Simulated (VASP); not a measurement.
Here is a VASP 6.6.1 calculation.

The input INCAR:

```
SYSTEM = LiCl
PREC = Accurate
ENCUT = 520
EDIFF = 1E-7
ISMEAR = 0
SIGMA = 0.01
LREAL = .False.
LASPH = .True.
NELM = 100
ALGO = Normal
ISIF = 2
LWAVE = .False.
LCHARG = .True.
GGA = PE
LELF = .True.
LVHAR = .True.
NBANDS = 12
```

KPOINTS

```
Automatic mesh
0
Gamma
  4 4 4
  0 0 0
```

The input POSCAR:

```
LiCl
1.0
    0.0000000000      2.7330437090      2.7330437090
    2.7330437090      0.0000000000      2.7330437090
    2.7330437090      2.7330437090      0.0000000000
Li Cl
1 1
Direct
    0.0000000000      0.0000000000      0.0000000000
    0.2500000000      0.2500000000      0.2500000000
```

Potentials or basis: VASP PAW PBE potentials, release 64 (Li_sv, Cl).

Command:

```sh
$ cat potpaw_PBE.64/Li_sv/POTCAR potpaw_PBE.64/Cl/POTCAR > POTCAR
$ mpirun -np 1 vasp_std > vasp.out
```

Task: What does it give for the band gap on the k mesh?

Result: 6.05 eV.

Caveat: the k points lie up to 0.50 Å⁻¹ apart.
